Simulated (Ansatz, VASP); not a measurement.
**One calculation of La2TaO2, two programs**

```xyz
5
Lattice="3.7595 0.0000 0.0000 -1.8798 3.2558 0.0000 0.0000 0.0000 8.8657" Properties=species:S:1:pos:R:3 pbc="T T T"
La    0.0000    0.0000    1.3804
La    0.0000    0.0000    7.4853
Ta    0.0000    0.0000    4.4329
O     0.0000    2.1706    0.0000
O     1.8798    1.0853    0.0000
```

Alike in both runs: functional PBE; k mesh 6 × 6 × 2; occupations gaussian, width 0.1 eV; collinear spin.

Ansatz relaxed the structure, and its values are those at the end. VASP's run is a single point on that final structure, the one shown.

|  | VASP | Ansatz |
| --- | --- | --- |
| version | VASP 6.6.1 | Ansatz 0.2.0 |
| potentials or method | VASP PAW PBE potentials, release 64 (La, Ta_pv, O), cutoff 520 eV | scalar-relativistic, plane waves, PAW |
| valence electrons in the cell | 45 | 47 |

```tsv
	VASP	Ansatz	Ansatz less VASP
gap on the k mesh at the Fermi level (eV)	none	none	-
pressure (GPa)	0.1	0.2	+0.13
rms of the force components (eV/Å)	0.006	0.002	-0.0047
net moment per atom (μB)	0.14	0.14	+0.001
size of the moment on the site where the two differ most (μB)	0.45	0.48	+0.022
```

Site moments also hang on the region over which each program counts them. A gap of «none» marks a metal or a gap that the smearing closes. VASP's potentials hold 45 valence electrons a cell and Ansatz's 47, so a difference there can come from the potentials and not from the codes.

Neither program's run includes spin-orbit coupling.
